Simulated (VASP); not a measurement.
Wanted: the native input for a VASP 6.6.1 run.

| Item | Value |
| --- | --- |
| Task | relaxation of cell and atoms |
| Functional | PBEsol |
| Potentials or basis | VASP PAW PBE potentials, release 64 (B, As) |
| Cutoff | 500 eV |
| k mesh | 8 × 8 × 8 |
| Occupations | fermi-dirac, width 0.03 eV |
| Spin | no spin polarisation |
| Dipole correction | no |
| Further INCAR settings | ALGO = Normal; EDIFF = 1e-07; IBRION = 2; EDIFFG = -0.01; NSW = 100; ISIF = 3 |

The structure of BAs lies in POSCAR:

```
BAs
1.0
    2.6323269387      0.0000000000      0.0000000000
    0.0000000000      2.6323269387      0.0000000000
    0.0000000000      0.0000000000      2.6323269387
B As
1 1
Direct
    0.0000000000      0.0000000000      0.0000000000
    0.5000000000      0.5000000000      0.5000000000
```

The input as run:

INCAR

```
PREC = Accurate ; ENCUT = 500
EDIFF = 1E-7 ; ISMEAR = -1
SIGMA = 0.03 ; LREAL = False
LASPH = True ; NELM = 120
ALGO = Normal ; ISIF = 3
LWAVE = False ; LCHARG = False
GGA = PS ; IBRION = 2
NSW = 100 ; EDIFFG = -0.01
GGA_COMPAT = False ; NELMIN = 4
```

KPOINTS

```
regular mesh
0
Gamma
  8 8 8
```

Potentials or basis: VASP PAW PBE potentials, release 64 (B, As).

Command:

```sh
$ cat potpaw_PBE.64/B/POTCAR potpaw_PBE.64/As/POTCAR > POTCAR
$ mpirun -np 1 vasp_std > vasp.out
```

It gave:

```
Relaxed volume                         : 12.16 Å³/atom
Relaxed cell                           : a = 2.897 Å, b = 2.897 Å, c = 2.897 Å, α = 90.00°, β = 90.00°, γ = 90.00°
Space group after relaxing (to 0.05 Å) : Pm-3m (No. 221)
Energy gained by relaxing              : 476.2 meV/atom
Ionic steps                            : 5
Pressure after relaxing                : 0.0 GPa
```

Caveat: the volume moved by over 15 % at a fixed basis, so the end points are rough; the PAW data sets were made with another functional, which shifts forces and pressure a little.

It took 11 s on 1 thread of Intel(R) Xeon(R) 6975P-C (Granite Rapids), on a shared host, peak memory 0.12 GiB.
